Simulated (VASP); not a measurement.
Here is a VASP 6.6.1 calculation.

Contents of INCAR:

```
PREC = Accurate ; ENCUT = 600
EDIFF = 1E-6 ; ISMEAR = -1
SIGMA = 0.05 ; LREAL = False
LASPH = True ; NELM = 60
ALGO = Normal ; ISIF = 3
LWAVE = False ; LCHARG = False
GGA = PE ; IBRION = 2
NSW = 32 ; EDIFFG = -0.005
PSTRESS = 2800.0
```

Contents of KPOINTS:

```
Automatic mesh
0
Gamma
  18 18 18
```

The input POSCAR:

```
HfC
1.0
    0.0000000000      1.9840823999      1.9840823999
    1.9840823999      0.0000000000      1.9840823999
    1.9840823999      1.9840823999      0.0000000000
Hf C
1 1
Direct
    0.0000000000      0.0000000000      0.0000000000
    0.5000000000      0.5000000000      0.5000000000
```

Potentials or basis: VASP PAW PBE potentials, release 64 (Hf_pv, C).

The run is started by

```sh
$ cat potpaw_PBE.64/Hf_pv/POTCAR potpaw_PBE.64/C/POTCAR > POTCAR
$ mpirun -np 1 vasp_std > vasp.out
```

Problem. Estimate the space group after relaxing (to 0.05 Å).

Solution. Fm-3m (No. 225).

Problem. Predict the band gap on the k mesh.

Solution. Zero (band 7 reaches 11.33 eV, above the bottom of band 8 at 9.79 eV).

Step by step:
| step | energy change (eV) | largest force (eV/Å) | pressure (GPa) | volume (Å³) |
| --- | --- | --- | --- | --- |
| 1 | 0.0000 | 0.0000 | 289.23 | 15.62 |
| 2 | -1.6434 | 0.0000 | 220.55 | 16.66 |
| 3 | -0.2288 | 0.0000 | 279.73 | 15.75 |
| 4 | -0.2225 | 0.0000 | 279.90 | 15.75 |
| 5 | -0.2181 | 0.0000 | 280.12 | 15.74 |
| 6 | -0.2183 | 0.0000 | 280.18 | 15.74 |
| 7 | -0.2190 | 0.0000 | 280.15 | 15.74 |
| 8 | -0.2191 | 0.0000 | 280.14 | 15.74 |
| 9 | -0.2191 | 0.0000 | 280.14 | 15.74 |
| 10 | -0.2191 | 0.0000 | 280.14 | 15.74 |
| 11 | -0.2191 | 0.0000 | 280.14 | 15.74 |
| 12 | -0.2192 | 0.0000 | 280.14 | 15.74 |
| 13 | -0.2194 | 0.0000 | 280.13 | 15.74 |
| 14 | -0.2198 | 0.0000 | 280.12 | 15.74 |
| 15 | -0.2206 | 0.0000 | 280.09 | 15.75 |

Caveat: the cell is relaxed towards a set pressure, so the enthalpy falls and the energy may rise; spin-orbit coupling is left out, which moves the levels of the heavy elements.
